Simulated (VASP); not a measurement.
Input of a VASP 6.6.1 run:

File INCAR:

```
ALGO = Normal
EDIFF = 1E-7
ENCUT = 520
GGA = PE
ISIF = 2
ISMEAR = 0
LASPH = True
LCHARG = False
LREAL = False
LWAVE = False
NBANDS = 16
NELM = 60
PREC = Accurate
SIGMA = 0.15
```

Contents of KPOINTS:

```
k-points
0
Gamma
  18 18 18
```

POSCAR

```
InP
1.0
    0.0000000000      2.7701604164      2.7978620206
    2.7701604164      0.0000000000      2.7978620206
    2.7701604164      2.7701604164      0.0000000000
In P
1 1
Direct
    0.0000000000      0.0000000000      0.0000000000
    0.5000000000      0.5000000000      0.5000000000
```

Potentials or basis: VASP PAW PBE potentials, release 64 (In_d, P).

Launch:

```bash
$ cat potpaw_PBE.64/In_d/POTCAR potpaw_PBE.64/P/POTCAR > POTCAR
$ mpirun -np 1 vasp_std > vasp.out
```

Problem. Predict the band gap on the k mesh.

Solution. Zero (bands 9 and 10 overlap by 2.57 eV).

Problem. What does it give for the pressure?

Solution. -0.7 GPa.

Stress tensor (GPa, compression positive):
```
-0.39  0.00  0.00
 0.00 -0.39  0.00
 0.00  0.00 -1.39
```

Caveat: the cell differs from its parent crystal (strain +0.0100 x Voigt [0, 0, 1, 0, 0, 0]); spin-orbit coupling is left out, which moves the levels of the heavy elements.
